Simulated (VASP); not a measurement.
Runs of VASP 6.6.1 on PbO. The structure is that of space group P4/nmm (No. 129), or close to it. The cells are those of the table. 

```tsv
cell	gap on the mesh (eV)	pressure (GPa)	largest force (eV/Å)
a = 4.066, b = 4.066, c = 5.907 Å, 4 atoms	1.77	-0.3	0.04
a = 4.048, b = 4.048, c = 5.451 Å, 4 atoms	(b)	0.4	0.04
a = 4.065, b = 4.065, c = 5.742 Å, 4 atoms	(a)	-0.2	0.03
a = 4.057, b = 4.057, c = 5.596 Å, 4 atoms	(c)	0.1	0.04
```

Alike in all rows: task single point; level PBE; potentials or basis VASP PAW PBE potentials, release 64 (Pb_d, O); no spin polarisation; k mesh 8 × 8 × 6; cutoff (eV) 520; smearing gaussian 0.02 eV.

Task: Estimate the missing entries.

Result: (a) 1.78; (b) 1.67; (c) 1.80.

Caveats: spin-orbit coupling is left out, which moves the levels of the heavy elements.

A k mesh can miss the band edges, and the runs leave out spin-orbit coupling on Pb.
